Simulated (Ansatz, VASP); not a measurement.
**Two plane-wave programs on AlP**

```
Al P
1.0
     0.00000    2.82291    2.82291
     2.82291    0.00000    2.82291
     2.82291    2.82291    0.00000
Al P
1 1
Direct
  0.00000 0.00000 0.00000
  0.75000 0.75000 0.75000
```

Alike in both runs: task single point; functional LDA; k mesh 8 × 8 × 8; occupations gaussian, width 0.02 eV; no spin polarisation.

|  | VASP | Ansatz |
| --- | --- | --- |
| version | VASP 6.6.1 | Ansatz 0.2.0 |
| potentials or method | VASP PAW LDA potentials, release 64 (Al, P), cutoff 500 eV | scalar-relativistic, plane waves, PAW |
| valence electrons in the cell | 8 | 8 |

|  | VASP | Ansatz | Ansatz less VASP |
| --- | --- | --- | --- |
| gap on the k mesh at the Fermi level (eV) | 1.61 | 1.62 | +0.004 |
| least direct gap on the mesh (eV) | 2.29 | 2.27 | -0.012 |
| pressure (GPa) | -8.1 | -8.1 | -0.02 |

LDA's correlation is that of Perdew and Zunger in VASP and of Perdew and Wang (1992) in Ansatz.
